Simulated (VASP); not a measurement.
# Mg2BeS3 (P-62m) in VASP: further runs

Runs on Mg2BeS3. Level: PBE. Tasks: single point.

All numbers are computed with VASP 6.6.1; they aren't measurements. Logs are shortened: lines on timing, memory, paths and dates and some standing lists are left out, and cuts for length are marked.

### 1 The cell of the first run

Symmetry: P-62m, No. 189, hexagonal system. Conventional cell: a = 6.070 Å, b = 6.070 Å, c = 3.454 Å, α = 90.00°, β = 90.00°, γ = 120.00°. Mg (site symmetry -6) has 6 S at 2.66 Å and 5 Mg at 3.45 to 3.50 Å within 3.6 Å. Be (site symmetry -62m) has 3 S at 2.03 Å within 2.7 Å. S (site symmetry m2m) has 1 Be at 2.03 Å and 4 Mg at 2.66 Å within 2.7 Å.

The cell was built from a structure type or drawn by symmetry, and may not be a known phase.

### 2 Single point, PBE

Contents of INCAR:

```
SYSTEM = Mg2BeS3
  PREC = Accurate
  ENCUT = 600
  EDIFF = 1E-6
  ISMEAR = 0
  SIGMA = 0.15
  LREAL = .False.
  LASPH = .True.
  NELM = 120
  ALGO = Normal
  ISIF = 2
  LWAVE = .False.
  LCHARG = .False.
  GGA = PE
  NBANDS = 21
  GGA_COMPAT = .False.
```

Contents of KPOINTS:

```
regular mesh
0
Gamma
  3 3 3
  0 0 0
```

Contents of POSCAR:

```
Mg2BeS3
1.0
    6.0701215827      0.0000000000      0.0000000000
   -3.0350607913      5.2568794947      0.0000000000
    0.0000000000      0.0000000000      3.4539107531
Mg Be S
2 1 3
Direct
    0.3333333333      0.6666666667      0.5000000000
    0.6666666667      0.3333333333      0.5000000000
    0.0000000000      0.0000000000      0.0000000000
    0.3337824461      0.0000000000      0.0000000000
    0.0000000000      0.3337824461      0.0000000000
    0.6662175539      0.6662175539      0.0000000000
```

Potentials or basis: VASP PAW PBE potentials, release 64 (Mg, Be, S).

Launch:

```console
cat potpaw_PBE.64/Mg/POTCAR potpaw_PBE.64/Be/POTCAR potpaw_PBE.64/S/POTCAR > POTCAR
mpirun -np 1 vasp_std > vasp.out
```

OUTCAR:

```text
SYSTEM = Mg2BeS3
   PREC = Accurate
   ENCUT = 600
   EDIFF = 1E-6
   ISMEAR = 0
   LREAL = .False.
   LASPH = .True.
   NELM = 120
   ISIF = 2
   GGA = PE

 ion  position               nearest neighbor table
   1  0.333  0.667  0.500-   4 2.66   4 2.66   5 2.66   5 2.66   6 2.66   6 2.66   2 3.50   2 3.50
                             2 3.50
   2  0.667  0.333  0.500-   5 2.66   5 2.66   4 2.66   4 2.66   6 2.66   6 2.66   1 3.50   1 3.50
                             1 3.50
   3  0.000  0.000  0.000-   5 2.03   4 2.03   6 2.03
   4  0.334  0.000  0.000-   3 2.03   1 2.66   1 2.66   2 2.66   2 2.66
   5  0.000  0.334  0.000-   3 2.03   2 2.66   2 2.66   1 2.66   1 2.66
   6  0.666  0.666  0.000-   3 2.03   2 2.66   2 2.66   1 2.66   1 2.66

  LATTYP: Found a hexagonal cell.
 ALAT       =     6.0701215827
 C/A-ratio  =     0.5690019065

  Lattice vectors:

 A1 = (   6.0701215827,   0.0000000000,   0.0000000000)
 A2 = (  -3.0350607913,   5.2568794947,   0.0000000000)
 A3 = (   0.0000000000,   0.0000000000,   3.4539107531)

Analysis of symmetry for initial positions (statically):
=====================================================================
 Subroutine PRICEL returns:
 Original cell was already a primitive cell.

 Routine SETGRP: Setting up the symmetry group for a
 hexagonal supercell.

 Subroutine GETGRP returns: Found 12 space group operations
 (whereof 12 operations were pure point group operations)
 out of a pool of 24 trial point group operations.

The static configuration has the point symmetry D_3h.

Analysis of symmetry for dynamics (positions and initial velocities):
=====================================================================
 Subroutine PRICEL returns:
 Original cell was already a primitive cell.

 Routine SETGRP: Setting up the symmetry group for a
 hexagonal supercell.

 Subroutine GETGRP returns: Found 12 space group operations
 (whereof 12 operations were pure point group operations)
 out of a pool of 24 trial point group operations.

The dynamic configuration has the point symmetry D_3h.

 Subroutine INISYM returns: Found 12 space group operations
 (whereof 12 operations are pure point group operations),
 and found     1 'primitive' translations

----------------------------------------------------------------------------------------

                                     Primitive cell

  volume of cell :     110.2139

  direct lattice vectors                    reciprocal lattice vectors
     6.070121583  0.000000000  0.000000000     0.164741346  0.095113460  0.000000000
    -3.035060791  5.256879495  0.000000000     0.000000000  0.190226921  0.000000000
     0.000000000  0.000000000  3.453910753     0.000000000  0.000000000  0.289526879

  length of vectors
     6.070121583  6.070121583  3.453910753     0.190226921  0.190226921  0.289526879

  position of ions in fractional coordinates (direct lattice)
     0.333333333  0.666666667  0.500000000
     0.666666667  0.333333333  0.500000000
     0.000000000  0.000000000  0.000000000
     0.333782446  0.000000000  0.000000000
     0.000000000  0.333782446  0.000000000
     0.666217554  0.666217554  0.000000000

  ion indices of the primitive-cell ions
   primitive index   ion index
                 1           1
                 2           2
                 3           3
                 4           4
                 5           5
                 6           6

----------------------------------------------------------------------------------------

 KPOINTS: regular mesh

Automatic generation of k-mesh.
 Grid dimensions read from file:
 generate k-points for:    3    3    3

 Generating k-lattice:

  Cartesian coordinates                     Fractional coordinates (reciprocal lattice)
     0.054913782  0.031704487  0.000000000     0.333333333  0.000000000  0.000000000
     0.000000000  0.063408974  0.000000000     0.000000000  0.333333333  0.000000000
     0.000000000  0.000000000  0.096508960     0.000000000  0.000000000  0.333333333

  Length of vectors
     0.063408974  0.063408974  0.096508960

  Shift w.r.t. Gamma in fractional coordinates (k-lattice)
     0.000000000  0.000000000  0.000000000

 Subroutine IBZKPT returns following result:
 ===========================================

 Found      6 irreducible k-points:

 Following reciprocal coordinates:
            Coordinates               Weight
  0.000000  0.000000  0.000000      1.000000
  0.333333 -0.000000  0.000000      6.000000
  0.333333  0.333333  0.000000      2.000000
  0.000000  0.000000  0.333333      2.000000
  0.333333 -0.000000  0.333333     12.000000
  0.333333  0.333333  0.333333      4.000000
   k-points           NKPTS =      6   k-points in BZ     NKDIM =      6   number of bands    NBANDS=     21
   number of dos      NEDOS =    301   number of ions     NIONS =      6
   total plane-waves  NPLWV =  64512
   dimension x,y,z NGX =    48 NGY =   48 NGZ =   28
   dimension x,y,z NGXF=    96 NGYF=   96 NGZF=   56
   ions per type =               2   1   3
   NGX,Y,Z   is equivalent  to a cutoff of  13.15, 13.15, 13.48 a.u.
   NGXF,Y,Z  is equivalent  to a cutoff of  26.29, 26.29, 26.95 a.u.
 SYSTEM =  Mg2BeS3
   PREC   = accura    normal or accurate (medium, high low for compatibility)
   ISTART =      0    job   : 0-new  1-cont  2-samecut
   ICHARG =      2    charge: 1-file 2-atom 10-const
   ISPIN  =      1    spin polarized calculation?
   LNONCOLLINEAR =      F non collinear calculations
   LSORBIT =      F    spin-orbit coupling
   LASPH  =      T    aspherical Exc in radial PAW
   ENCUT  =  600.0 eV  44.10 Ry    6.64 a.u.  12.12 12.12  6.90*2*pi/ulx,y,z
   NELM   =    120;   NELMIN=  2; NELMDL= -5     # of ELM steps
   EDIFF  = 0.1E-05   stopping-criterion for ELM
   LREAL  =      F    real-space projection
   EDIFFG = 0.1E-04   stopping-criterion for IOM
   NSW    =      0    number of steps for IOM
   IBRION =     -1    ionic relax: 0-MD 1-quasi-New 2-CG
   NFREE  =      0    steps in history (QN), initial steepest desc. (CG)
   ISIF   =      2    stress and relaxation
   ISYM   =      2    0-nonsym 1-usesym 2-fastsym
   POTIM  = 0.5000    time-step for ionic-motion
   TEBEG  =    0.0;   TEEND  =   0.0 temperature during run
   PSTRESS=    0.0 pullay stress
   NELECT =      24.0000    total number of electrons
   NUPDOWN=      -1.0000    fix difference up-down
   EMIN   =  10.00;   EMAX   =-10.00  energy-range for DOS
   EFERMI =   0.00;   METHOD = LEGACY
   ISMEAR =     0;   SIGMA  =   0.15  broadening in eV -4-tet -1-fermi 0-gaus
   EFERMI_NEDOS =   21; number of points for ismear=-14 and -15
   IALGO  =     38    algorithm
   IMIX   =      4    mixing-type and parameters
     AMIX     =   0.40;   BMIX     =  1.00
     AMIX_MAG =   1.60;   BMIX_MAG =  1.00
  volume/ion in A,a.u.               =      18.37       123.96
  Fermi-wavevector in a.u.,A,eV,Ry     =   0.984917  1.861224 13.198494  0.970062
  Thomas-Fermi vector in A             =   2.116186
   LORBIT       =      0    0 simple, 1 ext, 2 COOP (PROOUT), +10 PAW based schemes
   GGA     = PE    functional components
   LHFCALC =     F    Hartree Fock is set to
   AEXX    =    0.0000 exact exchange contribution
   IVDW    =     0    specifies the selected vdW correction
   LEPSILON=     F    determine dielectric tensor
   LRPA    =     F    only Hartree local field effects (RPA)
 non-spin polarized calculation
 Gauss-broadening in eV      SIGMA  =   0.15
  energy-cutoff  :      600.00
  volume of cell :      110.21
 maximum number of plane-waves:      3698
   NGX = 25   NGY = 25   NGZ = 13

 number of electron      24.0000006 magnetization

 Free energy of the ion-electron system (eV)
  ---------------------------------------------------
  ext. energy  EPLUGINS =         0.00000000
  ---------------------------------------------------
  free energy    TOTEN  =       -25.44842790 eV

  energy without entropy =      -25.44842790  energy(sigma->0) =      -25.44842790

 E-fermi :   4.1562     XC(G=0):  -9.1637

 val. band max:        3.4324521720   @ k =   0.0000   0.0000   0.0000
 cond. band min:       5.8267354658   @ k =   0.3333  -0.0000   0.3333
 fundamental gap:      2.3942832938
 Fermi energy:         4.1561889140

 k-point     1 :       0.0000    0.0000    0.0000
  band No.  band energies     occupation
      1      -9.4968      2.00000
      2      -8.1532      2.00000
      3      -8.1532      2.00000
      4      -1.1607      2.00000
      5      -0.6951      2.00000
      6      -0.5877      2.00000
      7      -0.5877      2.00000
      8       2.2926      2.00000
      9       2.9289      2.00000
     10       2.9289      2.00000
     11       3.4325      2.00000
     12       3.4325      2.00000
     13       6.0069      0.00000
     14       9.3661      0.00000
     15       9.6269      0.00000
     16       9.6269      0.00000
     17       9.9023      0.00000
     18      10.3534      0.00000
     19      10.3534      0.00000
     20      11.1413      0.00000
     21      11.3521      0.00000

 k-point     2 :       0.3333   -0.0000    0.0000
  band No.  band energies     occupation
      1      -9.1819      2.00000
      2      -8.4909      2.00000
      3      -8.2898      2.00000
      4      -1.6210      2.00000
      5      -0.8797      2.00000
      6       0.4365      2.00000
      7       1.1666      2.00000
      8       1.2854      2.00000
      9       2.4085      2.00000
     10       2.5607      2.00000
     11       3.1605      2.00000
     12       3.3238      2.00000
     13       7.0708      0.00000
     14       7.9023      0.00000
     15       8.6874      0.00000
     16       9.6361      0.00000
     17       9.8261      0.00000
     18       9.9222      0.00000
     19      10.0311      0.00000
     20      10.5882      0.00000
     21      11.0269      0.00000

 k-point     3 :       0.3333    0.3333    0.0000
  band No.  band energies     occupation
      1      -8.6920      2.00000
      2      -8.6920      2.00000
      3      -8.6712      2.00000
      4      -0.8700      2.00000
      5      -0.7948      2.00000
      6      -0.7948      2.00000
      7       1.6960      2.00000
      8       1.6960      2.00000
      9       2.4736      2.00000
     10       2.8848      2.00000
     11       3.0481      2.00000
     12       3.0481      2.00000
     13       7.3315      0.00000
     14       7.3578      0.00000
     15       7.3578      0.00000
     16       9.0467      0.00000
     17       9.0467      0.00000
     18       9.3879      0.00000
     19      10.0902      0.00000
     20      12.0972      0.00000
     21      12.1197      0.00000

 k-point     4 :       0.0000    0.0000    0.3333
  band No.  band energies     occupation
      1      -8.9494      2.00000
      2      -7.7383      2.00000
      3      -7.7383      2.00000
      4      -1.0609      2.00000
      5      -0.4869      2.00000
      6      -0.0181      2.00000
      7      -0.0181      2.00000
      8       0.0406      2.00000
      9       0.9491      2.00000
     10       0.9491      2.00000
     11       3.2723      2.00000
     12       3.2723      2.00000
     13       6.2027      0.00000
     14       7.2258      0.00000
     15       7.4266      0.00000
     16       7.4266      0.00000
     17       8.6652      0.00000
     18      10.9195      0.00000
     19      10.9195      0.00000
     20      11.3896      0.00000
     21      12.7576      0.00000

 k-point     5 :       0.3333   -0.0000    0.3333
  band No.  band energies     occupation
      1      -8.6605      2.00000
      2      -8.0372      2.00000
      3      -7.8603      2.00000
      4      -0.9510      2.00000
      5      -0.6184      2.00000
      6      -0.2741      2.00000
      7       0.4346      2.00000
      8       0.6889      2.00000
      9       1.0082      2.00000
     10       1.6706      2.00000
     11       1.8317      2.00000
     12       2.8127      2.00000
     13       5.8267      0.00000
     14       7.0004      0.00000
     15       8.6501      0.00000
     16       8.7631      0.00000
     17       9.1719      0.00000
     18      10.2216      0.00000
     19      10.6523      0.00000
     20      10.7567      0.00000
     21      11.5212      0.00000

 k-point     6 :       0.3333    0.3333    0.3333
  band No.  band energies     occupation
      1      -8.2176      2.00000
      2      -8.2080      2.00000
      3      -8.2080      2.00000
      4      -0.3173      2.00000
      5      -0.3173      2.00000
      6      -0.2806      2.00000
      7       0.1502      2.00000
      8       0.2921      2.00000
      9       0.2921      2.00000
     10       2.0772      2.00000
     11       2.0772      2.00000
     12       2.8741      2.00000
     13       6.3411      0.00000
     14       7.3010      0.00000
     15       7.3010      0.00000
     16       8.7794      0.00000
     17       8.7794      0.00000
     18       8.8178      0.00000
     19      11.6747      0.00000
     20      11.9995      0.00000
     21      12.0400      0.00000

------------------------ aborting loop because EDIFF is reached ----------------------------------------

  FORCE on cell =-STRESS in cart. coord.  units (eV):
  Direction    XX          YY          ZZ          XY          YZ          ZX
  --------------------------------------------------------------------------------------
  -------------------------------------------------------------------------------------
  Total        0.2671815      0.2671815      0.2978737      0.0000000      0.0000000      0.0000000
  in kB        3.8840112      3.8840112      4.3301826      0.0000000      0.0000000      0.0000000
  external PRESSURE =       4.0327350 kB  Pullay stress =       0.0000000 kB

 VOLUME and BASIS-vectors are now :
 -----------------------------------------------------------------------------
  energy-cutoff  :      600.00
  volume of cell :      110.21
      direct lattice vectors                 reciprocal lattice vectors
     6.070121583  0.000000000  0.000000000     0.164741346  0.095113460  0.000000000
    -3.035060791  5.256879495  0.000000000     0.000000000  0.190226921  0.000000000
     0.000000000  0.000000000  3.453910753     0.000000000  0.000000000  0.289526879

 POSITION                                       TOTAL-FORCE (eV/Angst)
 -----------------------------------------------------------------------------------
     -0.00000      3.50459      1.72696        -0.000000      0.000000     -0.000000
      3.03506      1.75229      1.72696        -0.000000     -0.000000     -0.000000
      0.00000      0.00000      0.00000        -0.000000      0.000000     -0.000000
      2.02610      0.00000      0.00000         0.029501      0.000000      0.000000
     -1.01305      1.75465      0.00000        -0.014751      0.025549     -0.000000
      2.02201      3.50223      0.00000        -0.014751     -0.025549     -0.000000
 -----------------------------------------------------------------------------------
    total drift:                               -0.000000     -0.000000      0.000000

  FREE ENERGIE OF THE ION-ELECTRON SYSTEM (eV)
  ---------------------------------------------------
  free  energy   TOTEN  =       -25.4484279000 eV

  energy  without entropy=      -25.4484279000  energy(sigma->0) =      -25.44842790
```

Wall time 22 s (1 thread of Intel Xeon Platinum 8488C (Sapphire Rapids), shared host); peak memory 0.24 GiB.

What came out:

| Quantity | Value |
| --- | --- |
| Free energy | -25.4484 eV |
| Pressure | 0.4 GPa |
| Largest force | 0.030 eV/Å |
| Band gap on the k mesh | 2.39 eV (least direct gap 2.57 eV) |

Forces in eV/Å, atoms in the order of the input:
```
Mg   0.000  0.000  0.000
Mg   0.000  0.000  0.000
Be   0.000  0.000  0.000
S    0.030  0.000  0.000
S   -0.015  0.026  0.000
S   -0.015 -0.026  0.000
```

Caveat: the k points lie up to 0.61 Å⁻¹ apart; an odd mesh through Γ misses points on the zone boundary, where band edges can lie.

[end of part 1 of 2]
